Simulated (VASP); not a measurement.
# Mg (P6_3/mmc) in VASP: notebook, part 2 of 2

VASP 6.6.1.

## Step 3: Single point, LDA (equal xx and yy strain of +2 %)

File INCAR:

```
PREC = Accurate
ENCUT = 520
EDIFF = 1E-7
ISMEAR = -1
SIGMA = 0.05
LREAL = F
LASPH = T
NELM = 60
ALGO = Normal
ISIF = 2
LWAVE = F
LCHARG = T
GGA = CA
LELF = T
LVHAR = T
NBANDS = 9
```

File KPOINTS:

```
regular mesh
0
Gamma
  12 12 7
```

File POSCAR:

```
Mg
1.0
    3.2734569632      0.0000000000      0.0000000000
   -1.6367284815      2.8348968883      0.0000000000
    0.0000000000      0.0000000000      5.2103300000
Mg
2
Direct
    0.3333333333      0.6666666667      0.2500000000
    0.6666666667      0.3333333333      0.7500000000
```

Potentials or basis: VASP PAW LDA potentials, release 64 (Mg).

Run with:

```console
$ cat potpaw_LDA.64/Mg/POTCAR > POTCAR
$ mpirun -np 1 vasp_std > vasp.out
```

OUTCAR:

```text
PREC = Accurate
   ENCUT = 520
   EDIFF = 1E-7
   ISMEAR = -1
   LREAL = F
   LASPH = T
   NELM = 60
   ISIF = 2
   GGA = CA

 ion  position               nearest neighbor table
   1  0.333  0.667  0.250-   2 3.22   2 3.22   2 3.22   2 3.22   2 3.22   2 3.22
   2  0.667  0.333  0.750-   1 3.22   1 3.22   1 3.22   1 3.22   1 3.22   1 3.22

  LATTYP: Found a hexagonal cell.
 ALAT       =     3.2734569632
 C/A-ratio  =     1.5916903929

  Lattice vectors:

 A1 = (   3.2734569632,   0.0000000000,   0.0000000000)
 A2 = (  -1.6367284815,   2.8348968883,   0.0000000000)
 A3 = (   0.0000000000,   0.0000000000,   5.2103300000)

Analysis of symmetry for initial positions (statically):
[... 35 lines left out ...]
                                     Primitive cell

  volume of cell :      48.3514

  direct lattice vectors                    reciprocal lattice vectors
     3.273456963  0.000000000  0.000000000     0.305487444  0.176373258  0.000000000
    -1.636728482  2.834896888  0.000000000     0.000000000  0.352746516  0.000000000
     0.000000000  0.000000000  5.210330000     0.000000000  0.000000000  0.191926423

  length of vectors
     3.273456963  3.273456963  5.210330000     0.352746516  0.352746516  0.191926423

[... 125 lines left out ...]
  energy without entropy =       -3.54513856  energy(sigma->0) =       -3.54865292

 E-fermi :   2.1477     XC(G=0):  -8.5142

 val. band max:        2.0863613075   @ k =   0.3333   0.1667   0.1429
 cond. band min:       2.1701618891   @ k =   0.1667   0.1667   0.0000
 fundamental gap:      0.0838005815
 Fermi energy:         2.1476960454

 k-point     1 :       0.0000    0.0000    0.0000
  band No.  band energies     occupation
      1      -4.4927      2.00000
      2       0.7410      2.00000
      3       1.1089      2.00000
      4      12.4952      0.00000
      5      12.4952      0.00000
      6      12.6094      0.00000
      7      12.6094      0.00000
      8      13.8224      0.00000
      9      14.8926      0.00000
[... 265 lines left out ...]
 k-point    24 :       0.3333   -0.0000    0.1429
  band No.  band energies     occupation
      1      -2.3206      2.00000
      2       1.4611      2.00000
      3       3.5786      0.00000
      4       4.6531      0.00000
      5       7.2980      0.00000
      6       9.1076      0.00000
      7       9.6046      0.00000
      8      10.9777      0.00000
      9      12.4735      0.00000

 [... further k-points ...]
[... 5 lines left out ...]
  --------------------------------------------------------------------------------------
  -------------------------------------------------------------------------------------
  Total       -1.1716896     -1.1716896     -1.1602931     -0.0000000      0.0000000      0.0000000
  in kB      -38.8252279    -38.8252279    -38.4475948     -0.0000000      0.0000000      0.0000000
  external PRESSURE =     -38.6993502 kB  Pullay stress =       0.0000000 kB

 VOLUME and BASIS-vectors are now :
 -----------------------------------------------------------------------------
  energy-cutoff  :      520.00
  volume of cell :       48.35
      direct lattice vectors                 reciprocal lattice vectors
     3.273456963  0.000000000  0.000000000     0.305487444  0.176373258  0.000000000
    -1.636728482  2.834896888  0.000000000     0.000000000  0.352746516  0.000000000
     0.000000000  0.000000000  5.210330000     0.000000000  0.000000000  0.191926423

 POSITION                                       TOTAL-FORCE (eV/Angst)
 -----------------------------------------------------------------------------------
     -0.00000      1.88993      1.30258         0.000000      0.000000      0.000000
      1.63673      0.94497      3.90775        -0.000000     -0.000000      0.000000
 -----------------------------------------------------------------------------------
    total drift:                               -0.000000      0.000000     -0.000000

  FREE ENERGIE OF THE ION-ELECTRON SYSTEM (eV)
  ---------------------------------------------------
  free  energy   TOTEN  =        -3.5521672900 eV

  energy  without entropy=       -3.5451385591  energy(sigma->0) =       -3.54865292
```

OSZICAR:

```text
N       E                     dE             d eps       ncg     rms          rms(c)
DAV:   1    -0.955049642412E+00   -0.95505E+00   -0.13173E+03  1368   0.316E+02
DAV:   2    -0.353511806047E+01   -0.25801E+01   -0.25271E+01  1882   0.266E+01
DAV:   3    -0.357324077661E+01   -0.38123E-01   -0.37901E-01  1797   0.263E+00
DAV:   4    -0.357333772732E+01   -0.96951E-04   -0.96938E-04  1757   0.135E-01
DAV:   5    -0.357333804386E+01   -0.31654E-06   -0.31656E-06  1758   0.731E-03    0.955E-01
DAV:   6    -0.356165630071E+01    0.11682E-01   -0.95267E-04  1565   0.166E-01    0.607E-01
DAV:   7    -0.355217672166E+01    0.94796E-02   -0.32727E-03  1432   0.303E-01    0.322E-02
DAV:   8    -0.355216855809E+01    0.81636E-05   -0.19051E-05  1953   0.226E-02    0.678E-03
DAV:   9    -0.355216728639E+01    0.12717E-05   -0.59014E-07  1526   0.332E-03    0.615E-04
DAV:  10    -0.355216728996E+01   -0.35677E-08   -0.33832E-09  1167   0.350E-04
   1 F= -.35521673E+01 E0= -.35486529E+01  d E =-.702873E-02
```

It took 6.5 s on 1 thread of Intel Xeon 6975P-C (Granite Rapids), shared host; peak memory 0.15 GiB.

Results:

```yaml
Free_energy: -3.5522 eV
Pressure: -3.9 GPa
Band_gap_on_the_k_mesh: zero (band 2 reaches 3.15 eV, above the bottom of band 3 at 1.11 eV)
```

Caveat: the cell differs from its parent crystal (equal xx and yy strain of +2 %).

## Step 4: Single point, LDA (volume scaled by 1.06)

File INCAR:

```
PREC     = Accurate       # precision mode
ENCUT    = 520            # plane-wave cutoff, eV
EDIFF    = 1E-6           # SCF threshold, eV
ISMEAR   = -1             # smearing method
SIGMA    = 0.05           # smearing width, eV
LREAL    = F              # projectors in reciprocal space
LASPH    = T              # aspherical terms in the spheres
NELM     = 60             # most SCF steps
ALGO     = Normal         # electronic algorithm
ISIF     = 2              # what is computed and relaxed
LWAVE    = F              # write WAVECAR
LCHARG   = F              # write CHGCAR
NBANDS   = 9              # bands
```

KPOINTS is that of step 3.

File POSCAR:

```
Mg
1.0
    3.2722144052      0.0000000000      0.0000000000
   -1.6361072025      2.8338208015      0.0000000000
    0.0000000000      0.0000000000      5.3125192770
Mg
2
Direct
    0.3333333333      0.6666666667      0.2500000000
    0.6666666667      0.3333333333      0.7500000000
```

Run with:

```console
$ cat potpaw_LDA.64/Mg/POTCAR > POTCAR
$ mpirun -np 1 vasp_std > vasp.out
```

Wall time 5.9 s (1 thread of Intel Xeon 6975P-C (Granite Rapids), shared host); peak memory 0.16 GiB.

It converged, with:

| Quantity | Value |
| --- | --- |
| Free energy | -3.5274 eV |
| Pressure | -4.3 GPa |
| Band gap on the k mesh | zero (band 2 reaches 3.11 eV, above the bottom of band 3 at 0.83 eV) |

Stress tensor (GPa, compression positive):
```
-4.02  0.00  0.00
 0.00 -4.02  0.00
 0.00  0.00 -4.85
```

Levels at points of the mesh, in eV from the Fermi level:
```
           k point  band 1  band 2  band 3  band 4  band 5
(0.00, 0.00, 0.00)   -6.58   -1.49   -1.24   10.44   10.44
(0.50, 0.00, 0.00)   -2.05   -1.96    2.60    3.08    3.08
```

## Step 5: The runs side by side

```csv
cell,gap on the mesh (eV),pressure (GPa)
"a = 3.241, b = 3.241, c = 5.210 Å, angles 90.0, 90.0, 120.0°, 2 atoms",none,-3.4
"a = 3.273, b = 3.273, c = 5.210 Å, angles 90.0, 90.0, 120.0°, 2 atoms",none,-3.9
"a = 3.272, b = 3.272, c = 5.313 Å, angles 90.0, 90.0, 120.0°, 2 atoms",none,-4.3
```

Alike in all rows: task single point; level LDA; potentials or basis VASP PAW LDA potentials, release 64 (Mg); no spin polarisation; k mesh 12 × 12 × 7; cutoff (eV) 520; smearing fermi-dirac 0.05 eV.

Absolute energies hang on the potentials; compare differences alone.
